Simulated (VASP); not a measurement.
# GaN (Fm-3m) in VASP: settings compared

GaN is run at these levels: revPBE+D4, RPBE+D4, BLYP; tasks: single point.

Everything below comes from runs of VASP 6.6.1. Logs are shortened: lines on timing, memory, paths and dates and some standing lists are left out, and cuts for length are marked.

### Step 1. The cell of the first run

Symmetry: Fm-3m, No. 225, cubic system. Conventional cell: a = 4.138 Å, b = 4.138 Å, c = 4.138 Å, α = 90.00°, β = 90.00°, γ = 90.00°. Within 2.7 Å of Ga (site symmetry m-3m) lie 6 N at 2.07 Å. Within 2.7 Å of N (site symmetry m-3m) lie 6 Ga at 2.07 Å.

### Step 2. Single point, revPBE+D4 (8.86 Å³/atom)

Input file INCAR:

```
SYSTEM = GaN
PREC = Accurate ; ENCUT = 1330
EDIFF = 1E-6 ; ISMEAR = 0
SIGMA = 0.05 ; LREAL = .False.
LASPH = .True. ; NELM = 120
ALGO = Normal ; ISIF = 2
LWAVE = .False. ; LCHARG = .False.
GGA = RE ; IVDW = 13
NBANDS = 16 ; GGA_COMPAT = .False.
```

Input file KPOINTS:

```
Automatic mesh
0
Gamma
  10 10 10
  0 0 0
```

Input file POSCAR:

```
GaN
1.0
    0.0000000000      2.0692100263      2.0692100263
    2.0692100263      0.0000000000      2.0692100263
    2.0692100263      2.0692100263      0.0000000000
Ga N
1 1
Direct
    0.5000000000      0.5000000000      0.5000000000
    0.0000000000      0.0000000000      0.0000000000
```

Potentials or basis: VASP PAW PBE potentials, release 64 (Ga_d, N_h).

Run with:

```sh
> cat potpaw_PBE.64/Ga_d/POTCAR potpaw_PBE.64/N_h/POTCAR > POTCAR
> mpirun -np 1 vasp_std > vasp.out
```

OUTCAR:

```text
SYSTEM = GaN
   PREC = Accurate
   ENCUT = 1330
   EDIFF = 1E-6
   ISMEAR = 0
   LREAL = .False.
   LASPH = .True.
   NELM = 120
   ISIF = 2
   GGA = RE
   IVDW = 13

 ion  position               nearest neighbor table
   1  0.500  0.500  0.500-   2 2.07   2 2.07   2 2.07   2 2.07   2 2.07   2 2.07
   2  0.000  0.000  0.000-   1 2.07   1 2.07   1 2.07   1 2.07   1 2.07   1 2.07

  LATTYP: Found a face centered cubic cell.
 ALAT       =     4.1384200526

  Lattice vectors:

 A1 = (   0.0000000000,   2.0692100263,   2.0692100263)
 A2 = (   2.0692100263,   0.0000000000,   2.0692100263)
 A3 = (   2.0692100263,   2.0692100263,   0.0000000000)

Analysis of symmetry for initial positions (statically):
=====================================================================
 Subroutine PRICEL returns:
 Original cell was already a primitive cell.

 Routine SETGRP: Setting up the symmetry group for a
 face centered cubic supercell.

 Subroutine GETGRP returns: Found 48 space group operations
 (whereof 48 operations were pure point group operations)
 out of a pool of 48 trial point group operations.

The static configuration has the point symmetry O_h .

Analysis of symmetry for dynamics (positions and initial velocities):
=====================================================================
 Subroutine PRICEL returns:
 Original cell was already a primitive cell.

 Routine SETGRP: Setting up the symmetry group for a
 face centered cubic supercell.

 Subroutine GETGRP returns: Found 48 space group operations
 (whereof 48 operations were pure point group operations)
 out of a pool of 48 trial point group operations.

The dynamic configuration has the point symmetry O_h .

 Subroutine INISYM returns: Found 48 space group operations
 (whereof 48 operations are pure point group operations),
 and found     1 'primitive' translations

----------------------------------------------------------------------------------------

                                     Primitive cell

  volume of cell :      17.7192

  direct lattice vectors                    reciprocal lattice vectors
     0.000000000  2.069210026  2.069210026    -0.241638110  0.241638110  0.241638110
     2.069210026  0.000000000  2.069210026     0.241638110 -0.241638110  0.241638110
     2.069210026  2.069210026  0.000000000     0.241638110  0.241638110 -0.241638110

  length of vectors
     2.926304883  2.926304883  2.926304883     0.418529484  0.418529484  0.418529484

  position of ions in fractional coordinates (direct lattice)
     0.500000000  0.500000000  0.500000000
     0.000000000  0.000000000  0.000000000

  ion indices of the primitive-cell ions
   primitive index   ion index
                 1           1
                 2           2

----------------------------------------------------------------------------------------

 KPOINTS: Automatic mesh

Automatic generation of k-mesh.
 Grid dimensions read from file:
 generate k-points for:   10   10   10

 Generating k-lattice:

  Cartesian coordinates                     Fractional coordinates (reciprocal lattice)
    -0.024163811  0.024163811  0.024163811     0.100000000  0.000000000  0.000000000
     0.024163811 -0.024163811  0.024163811     0.000000000  0.100000000  0.000000000
     0.024163811  0.024163811 -0.024163811     0.000000000  0.000000000  0.100000000

  Length of vectors
     0.041852948  0.041852948  0.041852948

  Shift w.r.t. Gamma in fractional coordinates (k-lattice)
     0.000000000  0.000000000  0.000000000

 Subroutine IBZKPT returns following result:
 ===========================================

 Found     47 irreducible k-points:

 Following reciprocal coordinates:
            Coordinates               Weight
  0.000000  0.000000  0.000000      1.000000
  0.100000  0.000000  0.000000      8.000000
  0.200000  0.000000  0.000000      8.000000
  0.300000  0.000000  0.000000      8.000000
  0.400000  0.000000  0.000000      8.000000
  0.500000  0.000000  0.000000      4.000000
[... 16 lines left out ...]
  0.300000  0.300000  0.000000      6.000000
  0.400000  0.300000  0.000000     24.000000
 [... further k-points ...]
   k-points           NKPTS =     47   k-points in BZ     NKDIM =     47   number of bands    NBANDS=     16
   number of dos      NEDOS =    301   number of ions     NIONS =      2
   total plane-waves  NPLWV =  46656
   dimension x,y,z NGX =    36 NGY =   36 NGZ =   36
   dimension x,y,z NGXF=    72 NGYF=   72 NGZF=   72
   ions per type =               1   1
   NGX,Y,Z   is equivalent  to a cutoff of  20.45, 20.45, 20.45 a.u.
   NGXF,Y,Z  is equivalent  to a cutoff of  40.90, 40.90, 40.90 a.u.
 SYSTEM =  GaN
   PREC   = accura    normal or accurate (medium, high low for compatibility)
   ISTART =      0    job   : 0-new  1-cont  2-samecut
   ICHARG =      2    charge: 1-file 2-atom 10-const
   ISPIN  =      1    spin polarized calculation?
   LNONCOLLINEAR =      F non collinear calculations
   LSORBIT =      F    spin-orbit coupling
   LASPH  =      T    aspherical Exc in radial PAW
   ENCUT  = 1330.0 eV  97.75 Ry    9.89 a.u.   8.70  8.70  8.70*2*pi/ulx,y,z
   NELM   =    120;   NELMIN=  2; NELMDL= -5     # of ELM steps
   EDIFF  = 0.1E-05   stopping-criterion for ELM
   LREAL  =      F    real-space projection
   EDIFFG = 0.1E-04   stopping-criterion for IOM
   NSW    =      0    number of steps for IOM
   IBRION =     -1    ionic relax: 0-MD 1-quasi-New 2-CG
   NFREE  =      0    steps in history (QN), initial steepest desc. (CG)
   ISIF   =      2    stress and relaxation
   ISYM   =      2    0-nonsym 1-usesym 2-fastsym
   POTIM  = 0.5000    time-step for ionic-motion
   TEBEG  =    0.0;   TEEND  =   0.0 temperature during run
   PSTRESS=    0.0 pullay stress
   NELECT =      18.0000    total number of electrons
   NUPDOWN=      -1.0000    fix difference up-down
   EMIN   =  10.00;   EMAX   =-10.00  energy-range for DOS
   EFERMI =   0.00;   METHOD = LEGACY
   ISMEAR =     0;   SIGMA  =   0.05  broadening in eV -4-tet -1-fermi 0-gaus
   EFERMI_NEDOS =   21; number of points for ismear=-14 and -15
   IALGO  =     38    algorithm
   IMIX   =      4    mixing-type and parameters
     AMIX     =   0.40;   BMIX     =  1.00
     AMIX_MAG =   1.60;   BMIX_MAG =  1.00
  volume/ion in A,a.u.               =       8.86        59.79
  Fermi-wavevector in a.u.,A,eV,Ry     =   1.645702  3.109925 36.849118  2.708334
  Thomas-Fermi vector in A             =   2.735454
   LORBIT       =      0    0 simple, 1 ext, 2 COOP (PROOUT), +10 PAW based schemes
   GGA     = RE    functional components
   LHFCALC =     F    Hartree Fock is set to
   AEXX    =    0.0000 exact exchange contribution
   IVDW    =    13    specifies the selected vdW correction
   LEPSILON=     F    determine dielectric tensor
   LRPA    =     F    only Hartree local field effects (RPA)
 non-spin polarized calculation
 Gauss-broadening in eV      SIGMA  =   0.05
  energy-cutoff  :     1330.00
  volume of cell :       17.72
 maximum number of plane-waves:      1980
   NGX = 17   NGY = 17   NGZ = 17

 number of electron      18.0000001 magnetization

 Free energy of the ion-electron system (eV)
  ---------------------------------------------------
  ext. energy  EPLUGINS =         0.00000000
  ---------------------------------------------------
  free energy    TOTEN  =       -10.32159890 eV

  energy without entropy =      -10.32159890  energy(sigma->0) =      -10.32159890

 E-fermi :   9.4229     XC(G=0): -13.3471

 val. band max:        9.1633112449   @ k =  -0.2000   0.2000   0.0000
 cond. band min:      10.2655414369   @ k =   0.5000   0.5000   0.0000
 fundamental gap:      1.1022301920
 Fermi energy:         9.4228611104

 k-point     1 :       0.0000    0.0000    0.0000
  band No.  band energies     occupation
      1      -8.7956      2.00000
      2      -4.7843      2.00000
      3      -4.7843      2.00000
      4      -4.7843      2.00000
      5      -4.6740      2.00000
      6      -4.6740      2.00000
[... 8 lines left out ...]
     15      26.0369      0.00000
     16      26.0369      0.00000

 k-point     2 :       0.1000    0.0000    0.0000
  band No.  band energies     occupation
      1      -8.5887      2.00000
      2      -4.7949      2.00000
      3      -4.7736      2.00000
      4      -4.7736      2.00000
      5      -4.6898      2.00000
      6      -4.6898      2.00000
[... 8 lines left out ...]
     15      25.8296      0.00000
     16      25.8296      0.00000

 k-point     3 :       0.2000    0.0000    0.0000
  band No.  band energies     occupation
      1      -7.9881      2.00000
      2      -4.8237      2.00000
      3      -4.8061      2.00000
      4      -4.8061      2.00000
      5      -4.6695      2.00000
      6      -4.6695      2.00000
[... 8 lines left out ...]
     15      26.7882      0.00000
     16      26.7882      0.00000

 k-point     4 :       0.3000    0.0000    0.0000
  band No.  band energies     occupation
      1      -7.0694      2.00000
      2      -4.8885      2.00000
      3      -4.8885      2.00000
      4      -4.8671      2.00000
      5      -4.6002      2.00000
      6      -4.6002      2.00000
[... 8 lines left out ...]
     15      28.6625      0.00000
     16      28.6625      0.00000
[... 324 lines left out ...]
 k-point    22 :      -0.2000    0.2000    0.0000
  band No.  band energies     occupation
      1      -6.9136      2.00000
      2      -4.8994      2.00000
      3      -4.8792      2.00000
      4      -4.8374      2.00000
      5      -4.6574      2.00000
      6      -4.3800      2.00000
[... 8 lines left out ...]
     15      28.9578      0.00000
     16      30.9856      0.00000

 k-point    23 :       0.3000    0.3000    0.0000
  band No.  band energies     occupation
      1      -7.1049      2.00000
      2      -4.9291      2.00000
      3      -4.5889      2.00000
      4      -4.5876      2.00000
      5      -4.5876      2.00000
      6      -4.3180      2.00000
[... 8 lines left out ...]
     15      33.9664      0.00000
     16      36.0000      0.00000

 k-point    24 :       0.4000    0.3000    0.0000
  band No.  band energies     occupation
      1      -6.8613      2.00000
      2      -4.9477      2.00000
      3      -4.6311      2.00000
      4      -4.5784      2.00000
      5      -4.5087      2.00000
      6      -3.6606      2.00000
[... 8 lines left out ...]
     15      34.8338      0.00000
     16      36.4853      0.00000

 [... further k-points ...]

------------------------ aborting loop because EDIFF is reached ----------------------------------------

  DFT-D4 for vdW energy calculation

  Edisp (eV):   -1.81005

  FORCE on cell =-STRESS in cart. coord.  units (eV):
  Direction    XX          YY          ZZ          XY          YZ          ZX
  --------------------------------------------------------------------------------------
  -------------------------------------------------------------------------------------
  Total       1.26485     1.26485     1.26485    -0.00000    -0.00000     0.00000
  in kB     114.36829   114.36829   114.36829    -0.00000    -0.00000     0.00000
  external pressure =      114.37 kB  Pullay stress =        0.00 kB

 VOLUME and BASIS-vectors are now :
 -----------------------------------------------------------------------------
  energy-cutoff  :     1330.00
  volume of cell :       17.72
      direct lattice vectors                 reciprocal lattice vectors
     0.000000000  2.069210026  2.069210026    -0.241638110  0.241638110  0.241638110
     2.069210026  0.000000000  2.069210026     0.241638110 -0.241638110  0.241638110
     2.069210026  2.069210026  0.000000000     0.241638110  0.241638110 -0.241638110

 POSITION                                       TOTAL-FORCE (eV/Angst)
 -----------------------------------------------------------------------------------
      2.06921      2.06921      2.06921         0.000000     -0.000000      0.000000
      0.00000      0.00000      0.00000        -0.000000      0.000000     -0.000000
 -----------------------------------------------------------------------------------
    total drift:                                0.000000      0.000000      0.000000

  FREE ENERGIE OF THE ION-ELECTRON SYSTEM (eV)
  ---------------------------------------------------
  free  energy   TOTEN  =       -12.1316537768 eV

  energy  without entropy=      -12.1316537768  energy(sigma->0) =      -12.13165378
```

Wall time 22 s (1 thread of Intel Xeon 6975P-C (Granite Rapids), shared host); peak memory 0.23 GiB.

Results:

```yaml
Free_energy: -12.1317 eV
Pressure: 11.4 GPa
Band_gap_on_the_k_mesh: 1.10 eV (least direct gap 3.58 eV)
Dispersion_energy_per_atom: -0.905 eV
```

Levels at points of the mesh, in eV from the valence-band top:
```
           k point  band 6  band 7  band 8  band 9  band 10  band 11  band 12  band 13
(0.00, 0.00, 0.00)  -13.84   -0.55   -0.55   -0.55     3.03    15.12    15.12    15.12
(0.50, 0.00, 0.00)  -13.68   -8.54   -0.14   -0.14     5.02     9.55     9.55    10.38
(0.50, 0.50, 0.00)  -10.85   -7.59   -3.25   -3.25     1.10     7.93    12.67    15.45
```

Caveat: the cell stands under pressure; the PAW data sets were made with another functional, which shifts forces and pressure a little.

[end of part 1 of 2]
